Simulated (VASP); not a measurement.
# Nb in VASP: a series of runs, part 2 of 2

VASP 6.6.1.

**5. Single point, PBEsol (strain +0.050 along x and y, +0.050 along z)**

The input, INCAR:

```
  ALGO = Normal
  EDIFF = 1E-6
  ENCUT = 500
  GGA = PS
  GGA_COMPAT = F
  ISIF = 2
  ISMEAR = 0
  LASPH = T
  LCHARG = F
  LREAL = F
  LWAVE = F
  NBANDS = 12
  NELM = 120
  PREC = Accurate
  SIGMA = 0.15
```

The input, KPOINTS:

```
k-points
0
Gamma
  20 20 20
```

The input, POSCAR:

```
Nb
1.0
    0.0000000000      2.2207500000      2.2207500000
    2.2207500000      0.0000000000      2.2207500000
    2.2207500000      2.2207500000      0.0000000000
Nb
1
Direct
    0.0000000000      0.0000000000      0.0000000000
```

Potentials or basis: VASP PAW PBE potentials, release 64 (Nb_sv).

The run is started by

```sh
$ cat potpaw_PBE.64/Nb_sv/POTCAR > POTCAR
$ mpirun -np 1 vasp_std > vasp.out
```

OUTCAR:

```text
EDIFF = 1E-6
   ENCUT = 500
   GGA = PS
   ISIF = 2
   ISMEAR = 0
   LASPH = T
   LREAL = F
   NELM = 120
   PREC = Accurate

 ion  position               nearest neighbor table
   1  0.000  0.000  0.000-

  LATTYP: Found a face centered cubic cell.
 ALAT       =     4.4415000000

  Lattice vectors:

 A1 = (   0.0000000000,   2.2207500000,   2.2207500000)
 A2 = (   2.2207500000,   0.0000000000,   2.2207500000)
 A3 = (   2.2207500000,   2.2207500000,   0.0000000000)

Analysis of symmetry for initial positions (statically):
=====================================================================
 Subroutine PRICEL returns:
 Original cell was already a primitive cell.

 Routine SETGRP: Setting up the symmetry group for a
 face centered cubic supercell.

 Subroutine GETGRP returns: Found 48 space group operations
 (whereof 48 operations were pure point group operations)
 out of a pool of 48 trial point group operations.

The static configuration has the point symmetry O_h .

Analysis of symmetry for dynamics (positions and initial velocities):
=====================================================================
 Subroutine PRICEL returns:
 Original cell was already a primitive cell.

 Routine SETGRP: Setting up the symmetry group for a
 face centered cubic supercell.

 Subroutine GETGRP returns: Found 48 space group operations
 (whereof 48 operations were pure point group operations)
 out of a pool of 48 trial point group operations.

The dynamic configuration has the point symmetry O_h .

 Subroutine INISYM returns: Found 48 space group operations
 (whereof 48 operations are pure point group operations),
 and found     1 'primitive' translations

----------------------------------------------------------------------------------------

                                     Primitive cell

  volume of cell :      21.9043

  direct lattice vectors                    reciprocal lattice vectors
     0.000000000  2.220750000  2.220750000    -0.225149161  0.225149161  0.225149161
[... 106 lines left out ...]
  Fermi-wavevector in a.u.,A,eV,Ry     =   1.375771  2.599831 25.752386  1.892747
  Thomas-Fermi vector in A             =   2.501077
   LORBIT       =      0    0 simple, 1 ext, 2 COOP (PROOUT), +10 PAW based schemes
   GGA     = PS    functional components
   LHFCALC =     F    Hartree Fock is set to
   AEXX    =    0.0000 exact exchange contribution
   IVDW    =     0    specifies the selected vdW correction
   LEPSILON=     F    determine dielectric tensor
   LRPA    =     F    only Hartree local field effects (RPA)
 non-spin polarized calculation
 Gauss-broadening in eV      SIGMA  =   0.15
  energy-cutoff  :      500.00
  volume of cell :       21.90
 maximum number of plane-waves:       568
   NGX = 11   NGY = 11   NGZ = 11

 number of electron      13.0000001 magnetization

 Free energy of the ion-electron system (eV)
  ---------------------------------------------------
  ext. energy  EPLUGINS =         0.00000000
  ---------------------------------------------------
  free energy    TOTEN  =       -10.29337815 eV

  energy without entropy =      -10.27375219  energy(sigma->0) =      -10.28356517

 E-fermi :   8.8287     XC(G=0): -11.6507

 val. band max:        8.8278846888   @ k =  -0.4000   0.0500   0.0000
 cond. band min:       8.8306420379   @ k =  -0.0500   0.0500   0.0000
 fundamental gap:      0.0027573491
 Fermi energy:         8.8286879327

 k-point     1 :       0.0000    0.0000    0.0000
  band No.  band energies     occupation
      1     -46.0995      2.00000
      2     -21.7269      2.00000
      3     -21.7269      2.00000
      4     -21.7269      2.00000
      5       3.0049      2.00000
      6       8.9911      0.12572
      7       8.9911      0.12571
      8       8.9911      0.12571
      9      11.0657      0.00000
     10      11.0657      0.00000
     11      20.4403      0.00000
     12      24.5239      0.00000
[... 331 lines left out ...]
 k-point    24 :      -0.3500    0.0500    0.0000
  band No.  band energies     occupation
      1     -46.0140      2.00000
      2     -22.3272      2.00000
      3     -21.8271      2.00000
      4     -21.8031      2.00000
      5       5.4682      2.00000
      6       8.7083      1.74382
      7       8.9774      0.16093
      8       9.0679      0.02409
      9      11.7958      0.00000
     10      12.3557      0.00000
     11      18.7016      0.00000
     12      21.1988      0.00000

 [... further k-points ...]
[... 5 lines left out ...]
  --------------------------------------------------------------------------------------
  -------------------------------------------------------------------------------------
  Total       -3.2021388     -3.2021388     -3.2021388      0.0000000      0.0000000     -0.0000000
  in kB     -234.2187898   -234.2187898   -234.2187898      0.0000000      0.0000000     -0.0000000
  external PRESSURE =    -234.2187898 kB  Pullay stress =       0.0000000 kB

 VOLUME and BASIS-vectors are now :
 -----------------------------------------------------------------------------
  energy-cutoff  :      500.00
  volume of cell :       21.90
      direct lattice vectors                 reciprocal lattice vectors
     0.000000000  2.220750000  2.220750000    -0.225149161  0.225149161  0.225149161
     2.220750000  0.000000000  2.220750000     0.225149161 -0.225149161  0.225149161
     2.220750000  2.220750000  0.000000000     0.225149161  0.225149161 -0.225149161

 POSITION                                       TOTAL-FORCE (eV/Angst)
 -----------------------------------------------------------------------------------
      0.00000      0.00000      0.00000        -0.000000     -0.000000     -0.000000
 -----------------------------------------------------------------------------------
    total drift:                               -0.000000     -0.000000      0.000000

  FREE ENERGIE OF THE ION-ELECTRON SYSTEM (eV)
  ---------------------------------------------------
  free  energy   TOTEN  =       -10.2933781529 eV

  energy  without entropy=      -10.2737521875  energy(sigma->0) =      -10.28356517
```

stdout:

```text
POSCAR found type information on POSCAR Nb
 POSCAR found :  1 types and       1 ions
 scaLAPACK will be used
 -----------------------------------------------------------------------------
|                                                                             |
|                                                                             |
|     You enforced a specific xc type in the INCAR file but a different       |
|     I HOPE YOU KNOW WHAT YOU ARE DOING!                                     |
|                                                                             |
 -----------------------------------------------------------------------------

 LDA part: xc-table for (Slater+PW92), standard interpolation
 POSCAR, INCAR and KPOINTS ok, starting setup
 FFT: planning ... GRIDC
 FFT: planning ... GRID_SOFT
 FFT: planning ... GRID
 WAVECAR not read
 entering main loop
```

Run time: 32 s. Hardware: 1 thread of AMD EPYC 9R45 (Zen 5), shared host; peak memory 0.15 GiB.

What came out:

| Item | Value |
| --- | --- |
| Free energy | -10.2934 eV |
| Pressure | -23.4 GPa |
| Band gap on the k mesh | zero (an odd number of electrons rules out a gap without spin polarisation) |

Caveat: the cell differs from its parent crystal (strain +0.050 along x and y, +0.050 along z); the cell stands under tension; the PAW data sets were made with another functional, which shifts forces and pressure a little.

**6. Single point, PBEsol (strain -0.050 along x and y, +0.025 along z)**

The input, INCAR:

```
SYSTEM = Nb
  ALGO = Normal
  EDIFF = 1E-6
  ENCUT = 500
  GGA = PS
  GGA_COMPAT = .FALSE.
  ISIF = 2
  ISMEAR = 0
  LASPH = .TRUE.
  LCHARG = .TRUE.
  LELF = .TRUE.
  LREAL = .FALSE.
  LVHAR = .TRUE.
  LWAVE = .FALSE.
  NBANDS = 12
  NELM = 120
  PREC = Accurate
  SIGMA = 0.15
```

The input, KPOINTS:

```
k-points
0
G
  20 20 20
  0 0 0
```

The input, POSCAR:

```
Nb
1.0
    0.0000000000      2.0092500000      2.1678750000
    2.0092500000      0.0000000000      2.1678750000
    2.0092500000      2.0092500000      0.0000000000
Nb
1
Direct
    0.0000000000      0.0000000000      0.0000000000
```

Potentials or basis: VASP PAW PBE potentials, release 64 (Nb_sv).

The run is started by

```sh
$ cat potpaw_PBE.64/Nb_sv/POTCAR > POTCAR
$ mpirun -np 1 vasp_std > vasp.out
```

OUTCAR:

```text
SYSTEM = Nb
   EDIFF = 1E-6
   ENCUT = 500
   GGA = PS
   ISIF = 2
   ISMEAR = 0
   LASPH = .TRUE.
   LREAL = .FALSE.
   NELM = 120
   PREC = Accurate

 ion  position               nearest neighbor table
   1  0.000  0.000  0.000-

  LATTYP: Found a body centered tetragonal cell.
 ALAT       =     2.8415086002
 C/A-ratio  =     1.5258620015

  Lattice vectors:

 A1 = (  -2.0092500000,   0.0000000000,   2.1678750000)
 A2 = (   2.0092500000,   0.0000000000,   2.1678750000)
 A3 = (   0.0000000000,   2.0092500000,  -2.1678750000)

Analysis of symmetry for initial positions (statically):
=====================================================================
 Subroutine PRICEL returns:
 Original cell was already a primitive cell.

 Routine SETGRP: Setting up the symmetry group for a
 body centered tetragonal supercell.

 Subroutine GETGRP returns: Found 16 space group operations
 (whereof 16 operations were pure point group operations)
 out of a pool of 16 trial point group operations.

The static configuration has the point symmetry D_4h.

Analysis of symmetry for dynamics (positions and initial velocities):
=====================================================================
 Subroutine PRICEL returns:
 Original cell was already a primitive cell.

 Routine SETGRP: Setting up the symmetry group for a
 body centered tetragonal supercell.

 Subroutine GETGRP returns: Found 16 space group operations
 (whereof 16 operations were pure point group operations)
 out of a pool of 16 trial point group operations.

The dynamic configuration has the point symmetry D_4h.

 Subroutine INISYM returns: Found 16 space group operations
 (whereof 16 operations are pure point group operations),
 and found     1 'primitive' translations

----------------------------------------------------------------------------------------

                                     Primitive cell
[... 110 lines left out ...]
  volume/ion in A,a.u.               =      17.50       118.12
  Fermi-wavevector in a.u.,A,eV,Ry     =   1.482559  2.801630 29.905336  2.197980
  Thomas-Fermi vector in A             =   2.596330
   LORBIT       =      0    0 simple, 1 ext, 2 COOP (PROOUT), +10 PAW based schemes
   GGA     = PS    functional components
   LHFCALC =     F    Hartree Fock is set to
   AEXX    =    0.0000 exact exchange contribution
   IVDW    =     0    specifies the selected vdW correction
   LEPSILON=     F    determine dielectric tensor
   LRPA    =     F    only Hartree local field effects (RPA)
 non-spin polarized calculation
 Gauss-broadening in eV      SIGMA  =   0.15
  energy-cutoff  :      500.00
  volume of cell :       17.50
 maximum number of plane-waves:       460
 NGX is ok and might be reduce to    24
   NGX = 11   NGY = 11   NGZ = 11

 number of electron      12.9999999 magnetization

 Free energy of the ion-electron system (eV)
  ---------------------------------------------------
  ext. energy  EPLUGINS =         0.00000000
  ---------------------------------------------------
  free energy    TOTEN  =       -10.65784434 eV

  energy without entropy =      -10.64219400  energy(sigma->0) =      -10.65001917

 E-fermi :  11.7902     XC(G=0): -12.7783

 val. band max:       11.7850579235   @ k =  -0.3000   0.2500   0.2000
 cond. band min:      11.7960481651   @ k =  -0.3500   0.2000   0.1000
 fundamental gap:      0.0109902416
 Fermi energy:        11.7902245662

 k-point     1 :       0.0000    0.0000    0.0000
  band No.  band energies     occupation
      1     -42.7901      2.00000
      2     -18.0806      2.00000
      3     -18.0312      2.00000
      4     -18.0312      2.00000
      5       5.4207      2.00000
      6      11.2726      2.00000
      7      12.2490      0.00002
      8      12.2490      0.00002
      9      13.9942      0.00000
     10      15.3948      0.00000
     11      23.8116      0.00000
     12      27.2967      0.00000
[... 331 lines left out ...]
 k-point    24 :      -0.3500    0.0500    0.0000
  band No.  band energies     occupation
      1     -42.5663      2.00000
      2     -19.3337      2.00000
      3     -18.3185      2.00000
      4     -18.1183      2.00000
      5       7.8555      2.00000
      6      11.3848      1.99987
      7      12.0601      0.01095
      8      12.4612      0.00000
      9      15.6483      0.00000
     10      16.6316      0.00000
     11      23.2171      0.00000
     12      26.1957      0.00000

 [... further k-points ...]
[... 5 lines left out ...]
  --------------------------------------------------------------------------------------
  -------------------------------------------------------------------------------------
  Total       -0.0273951     -0.0273951      1.7824693      0.0000000      0.0000000      0.0000000
  in kB       -2.5075564     -2.5075564    163.1550243      0.0000000      0.0000000      0.0000000
  external PRESSURE =      52.7133039 kB  Pullay stress =       0.0000000 kB

 VOLUME and BASIS-vectors are now :
 -----------------------------------------------------------------------------
  energy-cutoff  :      500.00
  volume of cell :       17.50
      direct lattice vectors                 reciprocal lattice vectors
     0.000000000  2.009250000  2.167875000    -0.248849073  0.248849073  0.230640604
     2.009250000  0.000000000  2.167875000     0.248849073 -0.248849073  0.230640604
     2.009250000  2.009250000  0.000000000     0.248849073  0.248849073 -0.230640604

 POSITION                                       TOTAL-FORCE (eV/Angst)
 -----------------------------------------------------------------------------------
      0.00000      0.00000      0.00000        -0.000000      0.000000      0.000000
 -----------------------------------------------------------------------------------
    total drift:                               -0.000000      0.000000      0.000000

  FREE ENERGIE OF THE ION-ELECTRON SYSTEM (eV)
  ---------------------------------------------------
  free  energy   TOTEN  =       -10.6578443443 eV

  energy  without entropy=      -10.6421940036  energy(sigma->0) =      -10.65001917
```

OSZICAR:

```text
N       E                     dE             d eps       ncg     rms          rms(c)
DAV:   1     0.113826864108E+03    0.11383E+03   -0.71261E+03 15448   0.105E+03
DAV:   2    -0.651128139354E+01   -0.12034E+03   -0.11605E+03 16692   0.385E+02
DAV:   3    -0.108589647497E+02   -0.43477E+01   -0.41626E+01 22240   0.637E+01
DAV:   4    -0.111171585072E+02   -0.25819E+00   -0.25633E+00 21648   0.140E+01
DAV:   5    -0.111268487873E+02   -0.96903E-02   -0.96867E-02 22408   0.224E+00    0.758E+00
DAV:   6    -0.107072730498E+02    0.41958E+00   -0.63651E-01 24660   0.992E+00    0.272E+00
DAV:   7    -0.106535703230E+02    0.53703E-01   -0.20015E-01 25388   0.548E+00    0.995E-01
DAV:   8    -0.106577833677E+02   -0.42130E-02   -0.13684E-02 18532   0.153E+00    0.370E-02
DAV:   9    -0.106578299247E+02   -0.46557E-04   -0.87331E-04 25224   0.289E-01    0.404E-02
DAV:  10    -0.106578477448E+02   -0.17820E-04   -0.20542E-05 18556   0.570E-02    0.151E-02
DAV:  11    -0.106578444840E+02    0.32607E-05   -0.60851E-06 20792   0.402E-02    0.387E-03
DAV:  12    -0.106578443443E+02    0.13978E-06   -0.46968E-07 11588   0.106E-02
   1 F= -.10657844E+02 E0= -.10650019E+02  d E =-.156503E-01
```

stdout:

```text
POSCAR found type information on POSCAR Nb
 POSCAR found :  1 types and       1 ions
 scaLAPACK will be used
 -----------------------------------------------------------------------------
|                                                                             |
|                                                                             |
|     You enforced a specific xc type in the INCAR file but a different       |
|     I HOPE YOU KNOW WHAT YOU ARE DOING!                                     |
|                                                                             |
 -----------------------------------------------------------------------------

 LDA part: xc-table for (Slater+PW92), standard interpolation
 POSCAR, INCAR and KPOINTS ok, starting setup
 FFT: planning ... GRIDC
 FFT: planning ... GRID_SOFT
 FFT: planning ... GRID
 WAVECAR not read
 entering main loop
```

Run time: 79 s. Hardware: 1 thread of AMD EPYC 9R45 (Zen 5), shared host; peak memory 0.21 GiB.

Results:

```yaml
Free_energy: -10.6578 eV
Pressure: 5.3 GPa
Band_gap_on_the_k_mesh: zero (an odd number of electrons rules out a gap without spin polarisation)
```

Stress tensor (GPa, compression positive):
```
-0.25  0.00  0.00
 0.00 -0.25  0.00
 0.00  0.00 16.32
```

Caveat: the cell differs from its parent crystal (strain -0.050 along x and y, +0.025 along z); the stress differs along the axes, from -0 to 16 GPa; the PAW data sets were made with another functional, which shifts forces and pressure a little.

**7. The runs side by side**

```csv
cell,gap on the mesh (eV),pressure (GPa)
"a = 2.842 Å, angles 60.0°, 1 atom",none,23.2
"a = 2.916 Å, angles 60.0°, 1 atom",none,5.8
"a = 3.066 Å, angles 60.0°, 1 atom",none,-16.7
"a = 3.141 Å, angles 60.0°, 1 atom",none,-23.4
"a = 2.956, b = 2.956, c = 2.842 Å, angles 61.3, 61.3, 57.5°, 1 atom",none,5.3
```

Alike in all rows: task single point; level PBEsol; potentials or basis VASP PAW PBE potentials, release 64 (Nb_sv); no spin polarisation; k mesh 20 × 20 × 20; cutoff (eV) 500; smearing gaussian 0.15 eV.

Caveats: the PAW data sets were made with another functional, which shifts forces and pressure a little; the cell stands under pressure (at least some runs); the cell stands under tension (at least some runs); the stress differs along the axes, from -0 to 16 GPa (at least some runs).

Absolute energies hang on the potentials; compare differences alone.
